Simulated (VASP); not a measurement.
Runs of VASP 6.6.1 on CoO. The structure is that of space group Fm-3m (No. 225), or close to it. The cells are those of the table. 

| level | potentials or basis | cell | k mesh | cutoff (eV) | second run | gap on the mesh (eV) | pressure (GPa) | moment (μB) |
| --- | --- | --- | --- | --- | --- | --- | --- | --- |
| RPBE+D4+U | VASP PAW PBE potentials, release 64 (Co, O) | a = 3.014 Å, angles 60.0°, 2 atoms | 10 × 10 × 10 | 520 | - | none | -2.8 | 3.00 |
| LDA+U | VASP PAW LDA potentials, release 64 (Co_sv, O) | a = 2.987 Å, angles 60.0°, 2 atoms | 10 × 10 × 10 | 600 | valence_matched | none | -14.8 | 3.00 |
| PBE+U | VASP PAW PBE potentials, release 64 (Co, O) | a = 3.014 Å, angles 60.0°, 2 atoms | 6 × 6 × 6 | 520 | - | none | -2.4 | 3.00 |
| LDA+U | VASP PAW LDA potentials, release 64 (Co_sv, O) | a = 3.007 Å, angles 60.0°, 2 atoms | 10 × 10 × 10 | 600 | valence_matched | none | (b) | 3.00 |
| LDA+U | VASP PAW LDA potentials, release 64 (Co_sv, O) | a = 3.014 Å, angles 60.0°, 2 atoms | 10 × 10 × 10 | 600 | valence_matched | none | (c) | 3.00 |
| LDA+U | VASP PAW LDA potentials, release 64 (Co, O) | a = 2.968 Å, angles 60.0°, 2 atoms | 10 × 10 × 10 | 520 | - | none | -11.3 | 3.00 |
| LDA+U | VASP PAW LDA potentials, release 64 (Co, O) | a = 3.007 Å, angles 60.0°, 2 atoms | 10 × 10 × 10 | 520 | - | none | -17.8 | 3.00 |
| LDA+U | VASP PAW LDA potentials, release 64 (Co, O) | a = 2.987 Å, angles 60.0°, 2 atoms | 10 × 10 × 10 | 520 | - | none | -14.9 | 3.00 |
| PBE+U | VASP PAW PBE potentials, release 64 (Co, O) | a = 3.014 Å, angles 60.0°, 2 atoms | 10 × 10 × 10 | 520 | - | none | -2.4 | 3.00 |
| LDA+U | VASP PAW LDA potentials, release 64 (Co, O) | a = 2.952 Å, angles 60.0°, 2 atoms | 10 × 10 × 10 | 520 | - | none | -8.3 | 3.00 |
| LDA+U | VASP PAW LDA potentials, release 64 (Co_sv, O) | a = 2.948 Å, angles 60.0°, 2 atoms | 10 × 10 × 10 | 600 | valence_matched | none | (a) | 3.00 |

Alike in all rows: task single point; spin collinear, ferromagnetic start; Co d U = 3.3 eV; smearing gaussian 0.05 eV.

Task: Estimate the missing entries.

Result: (a) -7.1; (b) -18.0; (c) -19.2.

Caveats: some runs use coarse meshes; a cell with one magnetic atom can't hold antiferromagnetic order, which such compounds often take; the PAW data sets were made with another functional, which shifts forces and pressure a little (some runs); pairwise dispersion overbinds metals, which lowers pressure and volume (some runs).

A gap of «none» marks levels without a gap at the run's occupations.

The runs don't all hold the same shells in valence.
